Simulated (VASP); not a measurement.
Set up this calculation in VASP 6.6.1, as the native input.

- Task: relaxation of cell and atoms
- Functional: PBE
- Potentials or basis: VASP PAW PBE potentials, release 64 (Y_sv)
- Cutoff: 600 eV
- k mesh: 14 × 14 × 14
- Occupations: fermi-dirac, width 0.05 eV
- Spin: no spin polarisation
- Dipole correction: no
- Further INCAR settings: ALGO = Normal; EDIFF = 1e-07; IBRION = 2; EDIFFG = -0.005; NSW = 45; ISIF = 3

The structure of Y lies in POSCAR:

```
Y
1.0
   -2.0203104619      2.0203104619      2.0203104619
    2.0203104619     -2.0203104619      2.0203104619
    2.0203104619      2.0203104619     -2.0203104619
Y
1
Direct
    0.0000000000      0.0000000000      0.0000000000
```

This isn't the form of Y at room conditions, which is hcp.

These files were run (other wordings do the same):

INCAR

```
SYSTEM = Y
PREC     = Accurate       ! precision mode
ENCUT    = 600            ! plane-wave cutoff, eV
EDIFF    = 1E-7           ! SCF threshold, eV
ISMEAR   = -1             ! smearing method
SIGMA    = 0.05           ! smearing width, eV
LREAL    = .False.        ! projectors in reciprocal space
LASPH    = .True.         ! aspherical terms in the spheres
NELM     = 80             ! most SCF steps
ALGO     = Normal         ! electronic algorithm
ISIF     = 3              ! what is computed and relaxed
LWAVE    = .False.        ! write WAVECAR
LCHARG   = .False.        ! write CHGCAR
GGA      = PE             ! functional
IBRION   = 2              ! ionic algorithm
NSW      = 45             ! ionic steps
EDIFFG   = -0.005         ! ionic threshold
```

KPOINTS

```
Automatic mesh
0
Gamma
  14 14 14
  0 0 0
```

Potentials or basis: VASP PAW PBE potentials, release 64 (Y_sv).

Command:

```sh
$ cat potpaw_PBE.64/Y_sv/POTCAR > POTCAR
$ mpirun -np 1 vasp_std > vasp.out
```

Results of the run:

* Relaxed volume: 32.89 Å³/atom
* Relaxed cell: a = 3.496 Å, b = 3.496 Å, c = 3.496 Å, α = 109.47°, β = 109.47°, γ = 109.47°
* Space group after relaxing (to 0.1 Å): Im-3m (No. 229)
* Energy gained by relaxing: 0.0 meV/atom
* Ionic steps: 2
* Pressure after relaxing: 0.0 GPa
* Band gap on the k mesh: zero (an odd number of electrons rules out a gap without spin polarisation)

Wall time 2.6 min on 1 thread of Intel Xeon 8259CL (shared host), peak memory 0.21 GiB.
